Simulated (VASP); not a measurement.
Input of a VASP 6.6.1 run:

File INCAR:

```
PREC = Accurate ; ENCUT = 520
EDIFF = 1E-6 ; ISMEAR = 0
SIGMA = 0.1 ; LREAL = False
LASPH = True ; NELM = 80
ALGO = Normal ; ISIF = 2
LWAVE = False ; LCHARG = True
LDIPOL = True ; IDIPOL = 3
DIPOL = 0.5 0.5 0.349 ; GGA = PE
LELF = True ; LVHAR = True
LVACPOTAV = True ; NBANDS = 24
```

The input KPOINTS:

```
regular mesh
0
Gamma
  10 10 1
```

The input POSCAR:

```
Ir3O
1.0
    2.7367600872      0.0000000000      0.0000000000
    0.0000000000      2.7367600872      0.0000000000
    0.0000000000      0.0000000000     19.1883373425
Ir O
3 1
Direct
    0.5000000000      0.5000000000      0.2084599582
    0.0000000000      0.0000000000      0.3045662601
    0.5000000000      0.5000000000      0.4006776202
    0.5000000000      0.8333333333      0.4808448901
```

Potentials or basis: VASP PAW PBE potentials, release 64 (Ir, O).

The run is started by

```console
$ cat potpaw_PBE.64/Ir/POTCAR potpaw_PBE.64/O/POTCAR > POTCAR
$ mpirun -np 1 vasp_std > vasp.out
```

**Question.** What does it give for the band gap on the k mesh?

**Answer.** Zero (an odd number of electrons rules out a gap without spin polarisation).

**Question.** Predict the largest force.

**Answer.** 1.947 eV/Å.

Forces in eV/Å, atoms in the order of the input:
```
Ir   0.000 -0.291 -0.328
Ir   0.000  0.008 -0.914
Ir   0.000 -1.596  0.733
O    0.000  1.879  0.509
```

Caveat: spin-orbit coupling is left out, which moves the levels of the heavy elements; an odd number of electrons without spin polarisation forces a metal; a magnetic or distorted state may lie lower.
